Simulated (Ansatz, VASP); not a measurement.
One calculation of SnP2, two programs

```
Sn P
1.0
    -2.51082    4.04356    3.14347
     2.51082   -4.04356    3.14347
     2.51082    4.04356   -3.14347
Sn P
2 4
Cartesian
  0.0000 2.0218 3.9414
  2.5108 2.0218 -0.7980
  0.0000 0.9132 1.4372
  0.0000 3.1303 1.4372
  2.5108 3.1303 1.7062
  2.5108 0.9132 1.7062
```

Alike in both runs: functional PBE; k mesh 4 × 4 × 4; occupations gaussian, width 0.1 eV; no spin polarisation.

Ansatz relaxed the structure, and its values are those at the end. VASP's run is a single point on that final structure, the one shown.

|  | VASP | Ansatz |
| --- | --- | --- |
| version | VASP 6.6.1 | Ansatz 0.2.0 |
| potentials or method | VASP PAW PBE potentials, release 64 (Sn_d, P), cutoff 520 eV | scalar-relativistic, plane waves, PAW |
| valence electrons in the cell | 48 | 48 |

VASP gave:

* gap on the k mesh at the Fermi level (eV): none
* pressure (GPa): 0.0
* rms of the force components (eV/Å): 0.014

Task: Estimate Ansatz's values.

Result: gap on the k mesh at the Fermi level (eV): none; pressure (GPa): 0.1; rms of the force components (eV/Å): 0.009.

A gap of «none» marks a metal or a gap that the smearing closes.

The k mesh is coarse, so the values compare programs but aren't converged.
